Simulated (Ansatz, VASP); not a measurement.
This is a calculation of CdTe for Ansatz 0.2.0.

File input.yaml:

```yaml
crystal:
  lattice:
    - [0.0, 3.205, 3.205]
    - [3.205, 0.0, 3.205]
    - [3.205, 3.205, 0.0]
  atoms:
    - { symbol: Te, position: [0.75, 0.75, 0.75] }
    - { symbol: Cd, position: [0.0, 0.0, 0.0] }
hamiltonian:
  xc: lda
  pseudopotentials: { kind: paw }
kpoints:
  mp_grid: { grid: [7, 7, 7] }
scf:
  occupations: { method: fermi_dirac, width: 0.05 }
output:
  forces: true
  stress: true
  eigenvalues: true
relax:
  f_tol: 0.01
  max_steps: 40
  cell: { stress_tol: 0.05 }
```

Potentials or basis: Ansatz PAW.

Run with:

```bash
$ ansatz run input.yaml --threads 1 --pin off --max-ram 3584MiB --backend cpu --events-out ev --progress --plain --runs-dir out
```

Question: Set up the same calculation for VASP 6.6.1. Potentials there: VASP PAW LDA potentials, release 64 (Te, Cd).

Answer: As run (the cutoff follows the program's own potentials):

Contents of INCAR:

```
PREC = Accurate
ENCUT = 500
EDIFF = 1E-7
ISMEAR = -1
SIGMA = 0.05
LREAL = F
LASPH = T
NELM = 120
ALGO = Normal
ISIF = 3
LWAVE = F
LCHARG = F
GGA = CA
IBRION = 2
NSW = 60
EDIFFG = -0.01
GGA_COMPAT = F
NELMIN = 4
```

KPOINTS

```
regular mesh
0
Gamma
  7 7 7
```

File POSCAR:

```
CdTe
1.0
    0.0000000000      3.2050000000      3.2050000000
    3.2050000000      0.0000000000      3.2050000000
    3.2050000000      3.2050000000      0.0000000000
Te Cd
1 1
Direct
    0.7500000000      0.7500000000      0.7500000000
    0.0000000000      0.0000000000      0.0000000000
```

Potentials or basis: VASP PAW LDA potentials, release 64 (Te, Cd).

The run is started by

```bash
$ cat potpaw_LDA.64/Te/POTCAR potpaw_LDA.64/Cd/POTCAR > POTCAR
$ mpirun -np 1 vasp_std > vasp.out
```

Both were run:

|  | VASP | Ansatz | Ansatz less VASP |
| --- | --- | --- | --- |
| gap on the k mesh at the Fermi level, each at its own relaxed structure (eV) | 0.64 | 0.61 | -0.026 |
| relaxed volume (Å³/atom) | 33.10 | 32.92 | -0.176 |
| relaxed cell length with the largest relative difference (Å) | 4.541 | 4.533 | -0.0081 |

LDA's correlation is that of Perdew and Zunger in VASP and of Perdew and Wang (1992) in Ansatz. VASP's potentials hold 18 valence electrons a cell and Ansatz's 36, so a difference there can come from the potentials and not from the codes.

Spin-orbit coupling is off throughout. Noted on Ansatz's run: odd divisions of the mesh miss points on the zone boundary, where band edges often lie, so the gap on the mesh can be too wide; the plane-wave basis is chosen anew once the cell has moved, so the energies of steps on either side of that aren't comparable.
